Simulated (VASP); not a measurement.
# C3N (P4/mmm) in VASP: further runs

Runs on C3N. Level: PBE. Tasks: single point.

Program: VASP 6.6.1. These are calculated values, not measurements. Logs are shortened: lines on timing, memory, paths and dates and some standing lists are left out, and cuts for length are marked.

## (1) The cell of the first run

The structure is tetragonal, space group P4/mmm (No. 123). The conventional cell has a = 2.754 Å, b = 2.754 Å, c = 4.341 Å, α = 90.00°, β = 90.00°, γ = 90.00°. C (site symmetry 4mm) has 1 C at 1.38 Å within 1.8 Å. Within 2.9 Å of C (site symmetry 4/mmm) lie 2 N at 2.17 Å and 12 C at 2.45 to 2.75 Å. Within 2.7 Å of N (site symmetry 4/mmm) lie 10 C at 2.07 to 2.17 Å.

## (2) Single point, PBE

File INCAR:

```
SYSTEM = C3N
PREC = Accurate
ENCUT = 520
EDIFF = 1E-6
ISMEAR = 0
SIGMA = 0.1
LREAL = .False.
LASPH = .True.
NELM = 60
ALGO = Normal
ISIF = 2
LWAVE = .False.
LCHARG = .False.
GGA = PE
NBANDS = 16
```

File KPOINTS:

```
regular mesh
0
Gamma
  16 16 10
  0 0 0
```

File POSCAR:

```
C3N
1.0
    2.7542535896      0.0000000000      0.0000000000
    0.0000000000      2.7542535896      0.0000000000
    0.0000000000      0.0000000000      4.3413383093
C N
3 1
Direct
    0.5000000000      0.5000000000      0.8410190153
    0.0000000000      0.0000000000      0.5000000000
    0.5000000000      0.5000000000      0.1589809847
    0.0000000000      0.0000000000      0.0000000000
```

Potentials or basis: VASP PAW PBE potentials, release 64 (C, N).

On the command line:

```console
$ cat potpaw_PBE.64/C/POTCAR potpaw_PBE.64/N/POTCAR > POTCAR
$ mpirun -np 1 vasp_std > vasp.out
```

OUTCAR:

```text
SYSTEM = C3N
   PREC = Accurate
   ENCUT = 520
   EDIFF = 1E-6
   ISMEAR = 0
   LREAL = .False.
   LASPH = .True.
   NELM = 60
   ISIF = 2
   GGA = PE

 ion  position               nearest neighbor table
   1  0.500  0.500  0.841-   3 1.38
   2  0.000  0.000  0.500-
   3  0.500  0.500  0.159-   1 1.38
   4  0.000  0.000  0.000-

  LATTYP: Found a simple tetragonal cell.
 ALAT       =     2.7542535896
 C/A-ratio  =     1.5762304262

  Lattice vectors:

 A1 = (   2.7542535896,   0.0000000000,   0.0000000000)
 A2 = (   0.0000000000,   2.7542535896,   0.0000000000)
 A3 = (   0.0000000000,   0.0000000000,   4.3413383093)

Analysis of symmetry for initial positions (statically):
=====================================================================
 Subroutine PRICEL returns:
 Original cell was already a primitive cell.

 Routine SETGRP: Setting up the symmetry group for a
 simple tetragonal supercell.

 Subroutine GETGRP returns: Found 16 space group operations
 (whereof 16 operations were pure point group operations)
 out of a pool of 16 trial point group operations.

The static configuration has the point symmetry D_4h.

Analysis of symmetry for dynamics (positions and initial velocities):
=====================================================================
 Subroutine PRICEL returns:
 Original cell was already a primitive cell.

 Routine SETGRP: Setting up the symmetry group for a
 simple tetragonal supercell.

 Subroutine GETGRP returns: Found 16 space group operations
 (whereof 16 operations were pure point group operations)
 out of a pool of 16 trial point group operations.

The dynamic configuration has the point symmetry D_4h.

 Subroutine INISYM returns: Found 16 space group operations
 (whereof 16 operations are pure point group operations),
 and found     1 'primitive' translations

----------------------------------------------------------------------------------------

                                     Primitive cell

  volume of cell :      32.9330

  direct lattice vectors                    reciprocal lattice vectors
     2.754253590  0.000000000  0.000000000     0.363074774  0.000000000  0.000000000
     0.000000000  2.754253590  0.000000000     0.000000000  0.363074774  0.000000000
     0.000000000  0.000000000  4.341338309     0.000000000  0.000000000  0.230343716

  length of vectors
     2.754253590  2.754253590  4.341338309     0.363074774  0.363074774  0.230343716

  position of ions in fractional coordinates (direct lattice)
[... 81 lines left out ...]
   ENCUT  =  520.0 eV  38.22 Ry    6.18 a.u.   5.12  5.12  8.07*2*pi/ulx,y,z
   NELM   =     60;   NELMIN=  2; NELMDL= -5     # of ELM steps
   EDIFF  = 0.1E-05   stopping-criterion for ELM
   LREAL  =      F    real-space projection
   EDIFFG = 0.1E-04   stopping-criterion for IOM
   NSW    =      0    number of steps for IOM
   IBRION =     -1    ionic relax: 0-MD 1-quasi-New 2-CG
   NFREE  =      0    steps in history (QN), initial steepest desc. (CG)
   ISIF   =      2    stress and relaxation
   ISYM   =      2    0-nonsym 1-usesym 2-fastsym
   POTIM  = 0.5000    time-step for ionic-motion
   TEBEG  =    0.0;   TEEND  =   0.0 temperature during run
   PSTRESS=    0.0 pullay stress
   NELECT =      17.0000    total number of electrons
   NUPDOWN=      -1.0000    fix difference up-down
   EMIN   =  10.00;   EMAX   =-10.00  energy-range for DOS
   EFERMI =   0.00;   METHOD = LEGACY
   ISMEAR =     0;   SIGMA  =   0.10  broadening in eV -4-tet -1-fermi 0-gaus
   EFERMI_NEDOS =   21; number of points for ismear=-14 and -15
   IALGO  =     38    algorithm
   IMIX   =      4    mixing-type and parameters
     AMIX     =   0.40;   BMIX     =  1.00
     AMIX_MAG =   1.60;   BMIX_MAG =  1.00
  volume/ion in A,a.u.               =       8.23        55.56
  Fermi-wavevector in a.u.,A,eV,Ry     =   1.313250  2.481682 23.464945  1.724625
  Thomas-Fermi vector in A             =   2.443586
   LORBIT       =      0    0 simple, 1 ext, 2 COOP (PROOUT), +10 PAW based schemes
   GGA     = PE    functional components
   LHFCALC =     F    Hartree Fock is set to
   AEXX    =    0.0000 exact exchange contribution
   IVDW    =     0    specifies the selected vdW correction
   LEPSILON=     F    determine dielectric tensor
   LRPA    =     F    only Hartree local field effects (RPA)
 non-spin polarized calculation
 Gauss-broadening in eV      SIGMA  =   0.10
  energy-cutoff  :      520.00
  volume of cell :       32.93
 maximum number of plane-waves:       908
   NGX = 11   NGY = 11   NGZ = 17

 number of electron      17.0000000 magnetization

 Free energy of the ion-electron system (eV)
  ---------------------------------------------------
  ext. energy  EPLUGINS =         0.00000000
  ---------------------------------------------------
  free energy    TOTEN  =       -20.06457545 eV

  energy without entropy =      -20.05746331  energy(sigma->0) =      -20.06101938

 E-fermi :   5.1845     XC(G=0): -11.8811

 val. band max:        5.1843117652   @ k =   0.5000   0.0000   0.0000
 cond. band min:       5.1862978189   @ k =   0.4375   0.1875   0.5000
 fundamental gap:      0.0019860537
 Fermi energy:         5.1845095093

 k-point     1 :       0.0000    0.0000    0.0000
  band No.  band energies     occupation
      1     -14.3580      2.00000
      2      -5.6602      2.00000
      3      -4.2277      2.00000
      4      -3.1695      2.00000
      5       0.3179      2.00000
      6       0.3179      2.00000
[... 433 lines left out ...]
      3      -2.8227      2.00000
      4      -0.8167      2.00000
      5      -0.4531      2.00000
      6       0.1928      2.00000
[... 8 lines left out ...]
     15      10.3022      0.00000
     16      20.5733      0.00000

 [... further k-points ...]
[... 5 lines left out ...]
  --------------------------------------------------------------------------------------
  -------------------------------------------------------------------------------------
  Total        0.0127382      0.0127382      0.1064700      0.0000000     -0.0000000      0.0000000
  in kB        0.6197072      0.6197072      5.1797210      0.0000000     -0.0000000      0.0000000
  external PRESSURE =       2.1397118 kB  Pullay stress =       0.0000000 kB

 VOLUME and BASIS-vectors are now :
 -----------------------------------------------------------------------------
  energy-cutoff  :      520.00
  volume of cell :       32.93
      direct lattice vectors                 reciprocal lattice vectors
     2.754253590  0.000000000  0.000000000     0.363074774  0.000000000  0.000000000
     0.000000000  2.754253590  0.000000000     0.000000000  0.363074774  0.000000000
     0.000000000  0.000000000  4.341338309     0.000000000  0.000000000  0.230343716

 POSITION                                       TOTAL-FORCE (eV/Angst)
 -----------------------------------------------------------------------------------
      1.37713      1.37713      3.65115         0.000000      0.000000     -0.089939
      0.00000      0.00000      2.17067         0.000000      0.000000     -0.000000
      1.37713      1.37713      0.69019         0.000000      0.000000      0.089939
      0.00000      0.00000      0.00000         0.000000      0.000000     -0.000000
 -----------------------------------------------------------------------------------
    total drift:                                0.000000      0.000000      0.000000

  FREE ENERGIE OF THE ION-ELECTRON SYSTEM (eV)
  ---------------------------------------------------
  free  energy   TOTEN  =       -20.0645754518 eV

  energy  without entropy=      -20.0574633107  energy(sigma->0) =      -20.06101938
```

Wall time 44 s (1 thread of Intel Xeon 6975P-C (Granite Rapids), shared host); peak memory 0.22 GiB.

What came out:

| Item | Value |
| --- | --- |
| Free energy | -20.0646 eV |
| Pressure | 0.2 GPa |
| Largest force | 0.090 eV/Å |

Forces in eV/Å, atoms in the order of the input:
```
C    0.000  0.000 -0.090
C    0.000  0.000  0.000
C    0.000  0.000  0.090
N    0.000  0.000  0.000
```

Stress tensor (GPa, compression positive):
```
0.06 0.00 0.00
0.00 0.06 0.00
0.00 0.00 0.52
```

Levels at points of the mesh, in eV from the Fermi level:
```csv
k point,band 4,band 5,band 6,band 7,band 8,band 9,band 10,band 11,band 12,band 13
"(0.00, 0.00, 0.00)",-8.35,-4.87,-4.87,-0.05,0.62,2.06,2.06,3.99,4.67,4.67
"(0.50, 0.00, 0.00)",-6.21,-5.70,-5.17,-1.43,-0.94,0.00,0.04,2.67,3.24,4.38
"(0.50, 0.50, 0.00)",-8.95,-6.67,-4.25,-3.43,-2.30,-1.21,-1.21,1.17,1.17,4.72
"(0.00, 0.00, 0.50)",-4.68,-4.68,-3.51,-3.47,0.12,0.90,0.90,3.47,4.49,4.49
"(0.50, 0.00, 0.50)",-7.86,-1.90,-1.41,-1.27,-0.84,-0.65,0.67,1.32,1.52,2.33
"(0.50, 0.50, 0.50)",-8.64,-8.35,-4.78,-3.33,-3.33,-0.33,-0.12,1.33,4.60,4.60
```

## (3) Single point, PBE

This run uses another cell than the first one: it holds 8 atoms, not 4.

File INCAR:

```
ALGO     = Normal         # electronic algorithm
EDIFF    = 1E-7           # SCF threshold, eV
ENCUT    = 520            # plane-wave cutoff, eV
GGA      = PE             # functional
ISIF     = 2              # what is computed and relaxed
ISMEAR   = 0              # smearing method
LASPH    = True           # aspherical terms in the spheres
LCHARG   = False          # write CHGCAR
LREAL    = False          # projectors in reciprocal space
LWAVE    = False          # write WAVECAR
NBANDS   = 27             # bands
NELM     = 60             # most SCF steps
PREC     = Accurate       # precision mode
SIGMA    = 0.2            # smearing width, eV
```

File KPOINTS:

```
k-points
0
Gamma
  8 6 4
```

File POSCAR:

```
C3N
1.0
   -2.7542535896      0.0000000000      0.0000000000
    0.0000000000      0.0000000000     -4.3413383093
    0.0000000000     -5.5085071791      0.0000000000
C N
6 2
Direct
    0.5000000000      0.1589809847      0.7500000000
    0.5000000000      0.1589809847      0.2500000000
    1.0000000000      0.5000000000      1.0000000000
    1.0000000000      0.5000000000      0.5000000000
    0.5000000000      0.8410190153      0.7500000000
    0.5000000000      0.8410190153      0.2500000000
    1.0000000000      0.0000000000      0.5000000000
    0.0000000000      0.0000000000      0.0000000000
```

Potentials or basis: VASP PAW PBE potentials, release 64 (C, N).

On the command line:

```console
$ cat potpaw_PBE.64/C/POTCAR potpaw_PBE.64/N/POTCAR > POTCAR
$ mpirun -np 1 vasp_std > vasp.out
```

Run time: 52 s. Hardware: 1 thread of Intel Xeon 6975P-C (Granite Rapids), shared host; peak memory 0.2 GiB.

It converged, with:

```yaml
Free_energy: -40.1827 eV
Pressure: 0.8 GPa
Largest_force: 0.348 eV/Å
Band_gap_on_the_k_mesh: zero (band 17 reaches 7.33 eV, above the bottom of band 18 at 4.03 eV)
```

Forces on the atoms (eV/Å):
```
C    0.000  0.000 -0.348
C    0.000  0.000 -0.348
C    0.000  0.000  0.000
C    0.000  0.000  0.000
C    0.000  0.000  0.348
C    0.000  0.000  0.348
N    0.000  0.000  0.000
N    0.000  0.000  0.000
```

Stress tensor (GPa, compression positive):
```
-0.21  0.00  0.00
 0.00 -0.21  0.00
 0.00  0.00  2.93
```

Levels at points of the mesh, in eV from the Fermi level:
| k point | band 14 | band 15 | band 16 | band 17 | band 18 | band 19 | band 20 | band 21 |
| --- | --- | --- | --- | --- | --- | --- | --- | --- |
| (0.00, 0.00, 0.00) | -1.09 | -0.15 | -0.15 | -0.10 | 0.51 | 1.99 | 1.99 | 2.60 |
| (0.50, 0.00, 0.00) | -2.40 | -1.58 | -1.29 | -1.29 | -1.09 | -0.15 | -0.10 | 1.04 |
| (0.00, 0.50, 0.00) | -1.43 | -0.99 | -0.78 | 0.01 | 0.53 | 0.83 | 0.83 | 1.22 |
| (0.50, 0.50, 0.00) | -1.52 | -1.43 | -0.99 | -0.78 | -0.44 | -0.23 | 0.53 | 1.22 |
| (0.00, 0.00, 0.50) | -1.91 | -1.91 | -1.91 | 2.04 | 2.04 | 2.12 | 2.12 | 2.54 |
| (0.50, 0.00, 0.50) | -4.60 | -4.11 | -4.11 | 0.61 | 0.61 | 1.21 | 1.21 | 3.23 |
| (0.00, 0.50, 0.50) | -2.64 | -2.13 | -2.13 | 1.42 | 1.42 | 2.07 | 2.07 | 2.36 |
| (0.50, 0.50, 0.50) | -1.16 | -0.83 | -0.83 | -0.61 | -0.61 | -0.31 | -0.31 | 0.71 |
